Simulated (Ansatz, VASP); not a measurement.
Se: VASP beside Ansatz

INCAR

```
PREC = Accurate ; ENCUT = 520
EDIFF = 1E-7 ; ISMEAR = -1
SIGMA = 0.1 ; LREAL = F
LASPH = T ; NELM = 80
ALGO = Normal ; ISIF = 2
LWAVE = F ; LCHARG = T
GGA = CA ; LELF = T
LVHAR = T ; NBANDS = 13
```

The input KPOINTS:

```
regular mesh
0
Gamma
  10 10 10
```

The input POSCAR:

```
Se
1.0
    0.0000000000      3.0424039291      3.0424039291
    3.0424039291      0.0000000000      3.0424039291
    3.0424039291      3.0424039291      0.0000000000
Se
2
Direct
    0.1250000000      0.1250000000      0.1250000000
    0.8750000000      0.8750000000      0.8750000000
```

Input for Ansatz:

```yaml
crystal:
  lattice:
    - [0.0, 3.0424039291, 3.0424039291]
    - [3.0424039291, 0.0, 3.0424039291]
    - [3.0424039291, 3.0424039291, 0.0]
  atoms:
    - { symbol: Se, position: [0.125, 0.125, 0.125] }
    - { symbol: Se, position: [0.875, 0.875, 0.875] }
hamiltonian:
  xc: lda
  pseudopotentials:
    kind: paw
    azcp:
      Se: "pseudopotentials/Se.paw.azcp"
basis:
  ecutwfc: 420
  fft_grid_basis: typed
kpoints:
  mp_grid: { grid: [10, 10, 10], shift: [0, 0, 0] }
magnetization:
  spin_polarized: false
scf:
  occupations: { method: fermi_dirac, width: 0.1 }
  lower_state_search: "off"
output:
  stress: true
  write_density: true
  write_potential: true
  elf: true
  volumetric_format: npy
```

Alike in both runs: task single point; functional LDA; k mesh 10 × 10 × 10; occupations fermi-dirac, width 0.1 eV; no spin polarisation.

```csv
,VASP,Ansatz
version,VASP 6.6.1,Ansatz 0.2.0
potentials or method,"VASP PAW LDA potentials, release 64 (Se), cutoff 520 eV","plane waves (420 eV) with PAW, scalar-relativistic"
valence electrons in the cell,12,32
```

|  | VASP | Ansatz | Ansatz less VASP |
| --- | --- | --- | --- |
| pressure (GPa) | 2.3 | 2.1 | -0.14 |

Ansatz warns that its potentials were made for another functional, while VASP's fit it. LDA's correlation is that of Perdew and Zunger in VASP and of Perdew and Wang (1992) in Ansatz. VASP's potentials hold 12 valence electrons a cell and Ansatz's 32, so a difference there can come from the potentials and not from the codes.
